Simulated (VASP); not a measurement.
# La (Fm-3m) in VASP: a series of runs

Runs on La. Level: PBE. Tasks: single point.

Everything below comes from runs of VASP 6.6.1. Logs are shortened: lines on timing, memory, paths and dates and some standing lists are left out, and cuts for length are marked.

**1. The cell of the first run**

It takes space group Fm-3m (No. 225, cubic). The conventional cell has a = 5.378 Å, b = 5.378 Å, c = 5.378 Å, α = 90.00°, β = 90.00°, γ = 90.00°. La (site symmetry m-3m) has 12 La at 3.80 Å within 5.0 Å.

**2. Single point, PBE**

The input, INCAR:

```
ALGO = Normal
EDIFF = 1E-7
ENCUT = 520
GGA = PE
ISIF = 2
ISMEAR = -1
LASPH = T
LCHARG = F
LREAL = F
LWAVE = F
NBANDS = 12
NELM = 80
PREC = Accurate
SIGMA = 0.1
```

The input, KPOINTS:

```
k-points
0
Gamma
  8 8 8
```

The input, POSCAR:

```
La
1.0
    0.0000000000      2.6888765620      2.6888765620
    2.6888765620      0.0000000000      2.6888765620
    2.6888765620      2.6888765620      0.0000000000
La
1
Direct
    0.0000000000      0.0000000000      0.0000000000
```

Potentials or basis: VASP PAW PBE potentials, release 64 (La).

Run with:

```console
cat potpaw_PBE.64/La/POTCAR > POTCAR
mpirun -np 1 vasp_std > vasp.out
```

OUTCAR:

```text
EDIFF = 1E-7
   ENCUT = 520
   GGA = PE
   ISIF = 2
   ISMEAR = -1
   LASPH = T
   LREAL = F
   NELM = 80
   PREC = Accurate

 ion  position               nearest neighbor table
   1  0.000  0.000  0.000-

  LATTYP: Found a face centered cubic cell.
 ALAT       =     5.3777531240

  Lattice vectors:

 A1 = (   0.0000000000,   2.6888765620,   2.6888765620)
 A2 = (   2.6888765620,   0.0000000000,   2.6888765620)
 A3 = (   2.6888765620,   2.6888765620,   0.0000000000)

Analysis of symmetry for initial positions (statically):
=====================================================================
 Subroutine PRICEL returns:
 Original cell was already a primitive cell.

 Routine SETGRP: Setting up the symmetry group for a
 face centered cubic supercell.

 Subroutine GETGRP returns: Found 48 space group operations
 (whereof 48 operations were pure point group operations)
 out of a pool of 48 trial point group operations.

The static configuration has the point symmetry O_h .

Analysis of symmetry for dynamics (positions and initial velocities):
=====================================================================
 Subroutine PRICEL returns:
 Original cell was already a primitive cell.

 Routine SETGRP: Setting up the symmetry group for a
 face centered cubic supercell.

 Subroutine GETGRP returns: Found 48 space group operations
 (whereof 48 operations were pure point group operations)
 out of a pool of 48 trial point group operations.

The dynamic configuration has the point symmetry O_h .

 Subroutine INISYM returns: Found 48 space group operations
 (whereof 48 operations are pure point group operations),
 and found     1 'primitive' translations

----------------------------------------------------------------------------------------

                                     Primitive cell

  volume of cell :      38.8815

  direct lattice vectors                    reciprocal lattice vectors
     0.000000000  2.688876562  2.688876562    -0.185951266  0.185951266  0.185951266
     2.688876562  0.000000000  2.688876562     0.185951266 -0.185951266  0.185951266
     2.688876562  2.688876562  0.000000000     0.185951266  0.185951266 -0.185951266

  length of vectors
     3.802645702  3.802645702  3.802645702     0.322077040  0.322077040  0.322077040

  position of ions in fractional coordinates (direct lattice)
     0.000000000  0.000000000  0.000000000

  ion indices of the primitive-cell ions
   primitive index   ion index
                 1           1

----------------------------------------------------------------------------------------

 KPOINTS: k-points

Automatic generation of k-mesh.
 Grid dimensions read from file:
 generate k-points for:    8    8    8

 Generating k-lattice:

  Cartesian coordinates                     Fractional coordinates (reciprocal lattice)
    -0.023243908  0.023243908  0.023243908     0.125000000  0.000000000  0.000000000
     0.023243908 -0.023243908  0.023243908     0.000000000  0.125000000  0.000000000
     0.023243908  0.023243908 -0.023243908     0.000000000  0.000000000  0.125000000

  Length of vectors
     0.040259630  0.040259630  0.040259630

  Shift w.r.t. Gamma in fractional coordinates (k-lattice)
     0.000000000  0.000000000  0.000000000

 Subroutine IBZKPT returns following result:
 ===========================================

 Found     29 irreducible k-points:

 Following reciprocal coordinates:
            Coordinates               Weight
  0.000000  0.000000  0.000000      1.000000
  0.125000  0.000000  0.000000      8.000000
  0.250000  0.000000  0.000000      8.000000
  0.375000  0.000000  0.000000      8.000000
  0.500000  0.000000  0.000000      4.000000
  0.125000  0.125000  0.000000      6.000000
[... 16 lines left out ...]
  0.500000  0.250000  0.125000     48.000000
 -0.375000  0.250000  0.125000     24.000000
 [... further k-points ...]
   k-points           NKPTS =     29   k-points in BZ     NKDIM =     29   number of bands    NBANDS=     12
   number of dos      NEDOS =    301   number of ions     NIONS =      1
   total plane-waves  NPLWV =  21952
   dimension x,y,z NGX =    28 NGY =   28 NGZ =   28
   dimension x,y,z NGXF=    56 NGYF=   56 NGZF=   56
   ions per type =               1
   NGX,Y,Z   is equivalent  to a cutoff of  12.24, 12.24, 12.24 a.u.
   NGXF,Y,Z  is equivalent  to a cutoff of  24.48, 24.48, 24.48 a.u.
 SYSTEM =  unknown system
   PREC   = accura    normal or accurate (medium, high low for compatibility)
   ISTART =      0    job   : 0-new  1-cont  2-samecut
   ICHARG =      2    charge: 1-file 2-atom 10-const
   ISPIN  =      1    spin polarized calculation?
   LNONCOLLINEAR =      F non collinear calculations
   LSORBIT =      F    spin-orbit coupling
   LASPH  =      T    aspherical Exc in radial PAW
   ENCUT  =  520.0 eV  38.22 Ry    6.18 a.u.   7.07  7.07  7.07*2*pi/ulx,y,z
   NELM   =     80;   NELMIN=  2; NELMDL= -5     # of ELM steps
   EDIFF  = 0.1E-06   stopping-criterion for ELM
   LREAL  =      F    real-space projection
   EDIFFG = 0.1E-05   stopping-criterion for IOM
   NSW    =      0    number of steps for IOM
   IBRION =     -1    ionic relax: 0-MD 1-quasi-New 2-CG
   NFREE  =      0    steps in history (QN), initial steepest desc. (CG)
   ISIF   =      2    stress and relaxation
   ISYM   =      2    0-nonsym 1-usesym 2-fastsym
   POTIM  = 0.5000    time-step for ionic-motion
   TEBEG  =    0.0;   TEEND  =   0.0 temperature during run
   PSTRESS=    0.0 pullay stress
   NELECT =      11.0000    total number of electrons
   NUPDOWN=      -1.0000    fix difference up-down
   EMIN   =  10.00;   EMAX   =-10.00  energy-range for DOS
   EFERMI =   0.00;   METHOD = LEGACY
   ISMEAR =    -1;   SIGMA  =   0.10  broadening in eV -4-tet -1-fermi 0-gaus
   EFERMI_NEDOS =   21; number of points for ismear=-14 and -15
   IALGO  =     38    algorithm
   IMIX   =      4    mixing-type and parameters
     AMIX     =   0.40;   BMIX     =  1.00
     AMIX_MAG =   1.60;   BMIX_MAG =  1.00
  volume/ion in A,a.u.               =      38.88       262.39
  Fermi-wavevector in a.u.,A,eV,Ry     =   1.074711  2.030909 15.714768  1.155003
  Thomas-Fermi vector in A             =   2.210547
   LORBIT       =      0    0 simple, 1 ext, 2 COOP (PROOUT), +10 PAW based schemes
   GGA     = PE    functional components
   LHFCALC =     F    Hartree Fock is set to
   AEXX    =    0.0000 exact exchange contribution
   IVDW    =     0    specifies the selected vdW correction
   LEPSILON=     F    determine dielectric tensor
   LRPA    =     F    only Hartree local field effects (RPA)
 non-spin polarized calculation
  energy-cutoff  :      520.00
  volume of cell :       38.88
 maximum number of plane-waves:      1058
   NGX = 15   NGY = 15   NGZ = 15

 number of electron      11.0000002 magnetization

 Free energy of the ion-electron system (eV)
  ---------------------------------------------------
  ext. energy  EPLUGINS =         0.00000000
  ---------------------------------------------------
  free energy    TOTEN  =        -4.90712176 eV

  energy without entropy =       -4.84707432  energy(sigma->0) =       -4.87709804

 E-fermi :   7.4342     XC(G=0):  -9.3756

 val. band max:        7.2880954339   @ k =  -0.3750   0.2500   0.1250
 cond. band min:       7.4615418460   @ k =  -0.3750   0.2500   0.0000
 fundamental gap:      0.1734464121
 Fermi energy:         7.4341662952

 k-point     1 :       0.0000    0.0000    0.0000
  band No.  band energies     occupation
      1     -25.4889      2.00000
      2      -8.5664      2.00000
      3      -8.5664      2.00000
      4      -8.5664      2.00000
      5       4.2315      2.00000
      6       8.7074      0.00001
      7       8.8899      0.00000
      8       8.8899      0.00000
      9       8.8899      0.00000
     10       9.1575      0.00000
     11       9.1575      0.00000
     12       9.1575      0.00000

 k-point     2 :       0.1250    0.0000    0.0000
  band No.  band energies     occupation
      1     -25.4656      2.00000
      2      -8.7623      2.00000
      3      -8.5897      2.00000
      4      -8.5897      2.00000
      5       4.6518      2.00000
      6       8.1565      0.00146
      7       8.9239      0.00000
      8       8.9239      0.00000
      9       9.0740      0.00000
     10       9.1640      0.00000
     11       9.1640      0.00000
     12       9.3436      0.00000

 k-point     3 :       0.2500    0.0000    0.0000
  band No.  band energies     occupation
      1     -25.4086      2.00000
      2      -9.2054      2.00000
      3      -8.6451      2.00000
      4      -8.6451      2.00000
      5       5.4990      2.00000
      6       7.9178      0.01575
      7       8.9030      0.00000
      8       8.9030      0.00000
      9       8.9471      0.00000
     10       9.1742      0.00000
     11       9.1742      0.00000
     12       9.6319      0.00000
[... 286 lines left out ...]
 k-point    23 :       0.5000    0.2500    0.1250
  band No.  band energies     occupation
      1     -25.3189      2.00000
      2      -9.5218      2.00000
      3      -9.0111      2.00000
      4      -8.7888      2.00000
      5       6.6995      1.99871
      6       7.4885      0.73490
      7       7.9125      0.01659
      8       9.1028      0.00000
      9       9.2031      0.00000
     10       9.2129      0.00000
     11       9.4353      0.00000
     12       9.5478      0.00000

 k-point    24 :      -0.3750    0.2500    0.1250
  band No.  band energies     occupation
      1     -25.2993      2.00000
      2      -9.6144      2.00000
      3      -9.0530      2.00000
      4      -8.8259      2.00000
      5       6.7339      1.99818
      6       7.2881      1.62328
      7       8.5616      0.00003
      8       9.0159      0.00000
      9       9.1184      0.00000
     10       9.2225      0.00000
     11       9.4899      0.00000
     12       9.5829      0.00000

 [... further k-points ...]
[... 5 lines left out ...]
  --------------------------------------------------------------------------------------
  -------------------------------------------------------------------------------------
  Total       -0.2932135     -0.2932135     -0.2932135      0.0000000     -0.0000000     -0.0000000
  in kB      -12.0823641    -12.0823641    -12.0823641      0.0000000     -0.0000000     -0.0000000
  external PRESSURE =     -12.0823641 kB  Pullay stress =       0.0000000 kB

 VOLUME and BASIS-vectors are now :
 -----------------------------------------------------------------------------
  energy-cutoff  :      520.00
  volume of cell :       38.88
      direct lattice vectors                 reciprocal lattice vectors
     0.000000000  2.688876562  2.688876562    -0.185951266  0.185951266  0.185951266
     2.688876562  0.000000000  2.688876562     0.185951266 -0.185951266  0.185951266
     2.688876562  2.688876562  0.000000000     0.185951266  0.185951266 -0.185951266

 POSITION                                       TOTAL-FORCE (eV/Angst)
 -----------------------------------------------------------------------------------
      0.00000      0.00000      0.00000         0.000000      0.000000      0.000000
 -----------------------------------------------------------------------------------
    total drift:                                0.000000      0.000000      0.000000

  FREE ENERGIE OF THE ION-ELECTRON SYSTEM (eV)
  ---------------------------------------------------
  free  energy   TOTEN  =        -4.9071217646 eV

  energy  without entropy=       -4.8470743162  energy(sigma->0) =       -4.87709804
```

Run time: 16 s. Hardware: 1 thread of Intel Xeon Platinum 8559C (Emerald Rapids), shared host; peak memory 0.16 GiB.

What came out:

- Free energy: -4.9071 eV
- Pressure: -1.2 GPa

Caveat: spin-orbit coupling is left out, which moves the levels of the heavy elements.

**3. Single point, PBE**

This run uses another cell than the first one, of 39.81 Å³/atom, 1.024 times its volume.

The input, INCAR:

```
PREC = Accurate
ENCUT = 520
EDIFF = 1E-7
ISMEAR = -1
SIGMA = 0.1
LREAL = F
LASPH = T
NELM = 60
ALGO = Normal
ISIF = 2
LWAVE = F
LCHARG = F
GGA = PE
NBANDS = 12
```

The input, KPOINTS:

```
Automatic mesh
0
Gamma
  8 8 8
```

The input, POSCAR:

```
La
1.0
    0.0000000000      2.7100496901      2.7100496901
    2.7100496901      0.0000000000      2.7100496901
    2.7100496901      2.7100496901      0.0000000000
La
1
Direct
    0.0000000000      0.0000000000      0.0000000000
```

Potentials or basis: VASP PAW PBE potentials, release 64 (La).

Run with:

```console
cat potpaw_PBE.64/La/POTCAR > POTCAR
mpirun -np 1 vasp_std > vasp.out
```

OUTCAR:

```text
PREC = Accurate
   ENCUT = 520
   EDIFF = 1E-7
   ISMEAR = -1
   LREAL = F
   LASPH = T
   NELM = 60
   ISIF = 2
   GGA = PE

 ion  position               nearest neighbor table
   1  0.000  0.000  0.000-

  LATTYP: Found a face centered cubic cell.
 ALAT       =     5.4200993802

  Lattice vectors:

 A1 = (   0.0000000000,   2.7100496901,   2.7100496901)
 A2 = (   2.7100496901,   0.0000000000,   2.7100496901)
 A3 = (   2.7100496901,   2.7100496901,   0.0000000000)

Analysis of symmetry for initial positions (statically):
[... 528 lines left out ...]
      4      -9.0982      2.00000
      5       6.5183      1.99820
      6       7.0918      1.56375
      7       8.2944      0.00004
      8       8.7612      0.00000
      9       8.8603      0.00000
     10       8.9540      0.00000
     11       9.2149      0.00000
     12       9.2981      0.00000

 [... further k-points ...]
[... 5 lines left out ...]
  --------------------------------------------------------------------------------------
  -------------------------------------------------------------------------------------
  Total       -0.4181297     -0.4181297     -0.4181297      0.0000000     -0.0000000     -0.0000000
  in kB      -16.8290602    -16.8290602    -16.8290602      0.0000000     -0.0000000     -0.0000000
  external PRESSURE =     -16.8290602 kB  Pullay stress =       0.0000000 kB

 VOLUME and BASIS-vectors are now :
 -----------------------------------------------------------------------------
  energy-cutoff  :      520.00
  volume of cell :       39.81
      direct lattice vectors                 reciprocal lattice vectors
     0.000000000  2.710049690  2.710049690    -0.184498462  0.184498462  0.184498462
     2.710049690  0.000000000  2.710049690     0.184498462 -0.184498462  0.184498462
     2.710049690  2.710049690  0.000000000     0.184498462  0.184498462 -0.184498462

 POSITION                                       TOTAL-FORCE (eV/Angst)
 -----------------------------------------------------------------------------------
      0.00000      0.00000      0.00000        -0.000000      0.000000     -0.000000
 -----------------------------------------------------------------------------------
    total drift:                               -0.000000     -0.000000      0.000000

  FREE ENERGIE OF THE ION-ELECTRON SYSTEM (eV)
  ---------------------------------------------------
  free  energy   TOTEN  =        -4.8988690869 eV

  energy  without entropy=       -4.8370296955  energy(sigma->0) =       -4.86794939
```

stdout:

```text
POSCAR found type information on POSCAR La
 POSCAR found :  1 types and       1 ions
 scaLAPACK will be used
 LDA part: xc-table for (Slater+PW92), standard interpolation
 POSCAR, INCAR and KPOINTS ok, starting setup
 FFT: planning ... GRIDC
 FFT: planning ... GRID_SOFT
 FFT: planning ... GRID
 WAVECAR not read
 entering main loop
```

It took 20 s on 1 thread of Intel Xeon Platinum 8559C (Emerald Rapids), shared host; peak memory 0.18 GiB.

Results:

- Free energy: -4.8989 eV
- Pressure: -1.7 GPa

Caveat: spin-orbit coupling is left out, which moves the levels of the heavy elements.

**4. Single point, PBE**

This run uses another cell than the first one, of 40.73 Å³/atom, 1.048 times its volume.

The input, INCAR:

```
PREC = Accurate
ENCUT = 520
EDIFF = 1E-6
ISMEAR = -1
SIGMA = 0.1
LREAL = F
LASPH = T
NELM = 100
ALGO = Normal
ISIF = 2
LWAVE = F
LCHARG = T
GGA = PE
LELF = T
LVHAR = T
NBANDS = 12
```

KPOINTS is that of step 3.

The input, POSCAR:

```
La
1.0
    0.0000000000      2.7308970454      2.7308970454
    2.7308970454      0.0000000000      2.7308970454
    2.7308970454      2.7308970454      0.0000000000
La
1
Direct
    0.0000000000      0.0000000000      0.0000000000
```

Run with:

```console
cat potpaw_PBE.64/La/POTCAR > POTCAR
mpirun -np 1 vasp_std > vasp.out
```

It took 16 s on 1 thread of Intel Xeon Platinum 8559C (Emerald Rapids), shared host; peak memory 0.18 GiB.

It converged, with:

```yaml
Free_energy: -4.8880 eV
Pressure: -2.1 GPa
```

Levels at points of the mesh, in eV from the Fermi level:
```csv
k point,band 2,band 3,band 4,band 5,band 6,band 7,band 8,band 9
"(0.00, 0.00, 0.00)",-16.15,-16.15,-16.15,-3.21,1.22,1.42,1.42,1.42
"(0.50, 0.00, 0.00)",-17.20,-16.28,-16.28,-1.62,1.23,1.25,1.25,1.59
"(0.50, 0.50, 0.00)",-17.13,-16.52,-16.52,-1.75,-1.18,1.66,1.69,1.69
```

Caveat: spin-orbit coupling is left out, which moves the levels of the heavy elements.

**5. The runs side by side**

```tsv
cell	gap on the mesh (eV)	pressure (GPa)
a = 3.803 Å, angles 60.0°, 1 atom	none	-1.2
a = 3.833 Å, angles 60.0°, 1 atom	none	-1.7
a = 3.862 Å, angles 60.0°, 1 atom	none	-2.1
```

Alike in all rows: task single point; level PBE; potentials or basis VASP PAW PBE potentials, release 64 (La); no spin polarisation; k mesh 8 × 8 × 8; cutoff (eV) 520; smearing fermi-dirac 0.1 eV.

Caveats: spin-orbit coupling is left out, which moves the levels of the heavy elements.

Absolute energies hang on the potentials; compare differences alone.
